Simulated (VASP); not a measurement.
Here is a VASP 6.6.1 calculation.

INCAR

```
SYSTEM = Pb
  PREC = Accurate
  ENCUT = 520
  EDIFF = 1E-7
  ISMEAR = -1
  SIGMA = 0.05
  LREAL = .False.
  LASPH = .True.
  NELM = 150
  ALGO = Normal
  ISIF = 2
  LWAVE = .False.
  LCHARG = .False.
  MAGMOM = 0 0 0
  LORBIT = 11
  LSORBIT = .True.
  GGA_COMPAT = .False.
  LORBMOM = .True.
  GGA = PS
  NBANDS = 25
```

The input KPOINTS:

```
regular mesh
0
Gamma
  7 7 7
  0 0 0
```

The input POSCAR:

```
Pb
1.0
   -1.9796595667      1.9796595667      1.9796595667
    1.9796595667     -1.9796595667      1.9796595667
    1.9796595667      1.9796595667     -1.9796595667
Pb
1
Direct
    0.0000000000      0.0000000000      0.0000000000
```

Potentials or basis: VASP PAW PBE potentials, release 64 (Pb_d).

Command:

```sh
$ cat potpaw_PBE.64/Pb_d/POTCAR > POTCAR
$ mpirun -np 1 vasp_ncl > vasp.out
```

What does it give for the pressure?

-1.6 GPa.

What does it give for the net moment?

0.00 μB per cell.

Moments on the atoms (μB; x, y, z):
```
Pb  0.00 0.00 0.00
```

Caveat: the PAW data sets were made with another functional, which shifts forces and pressure a little.
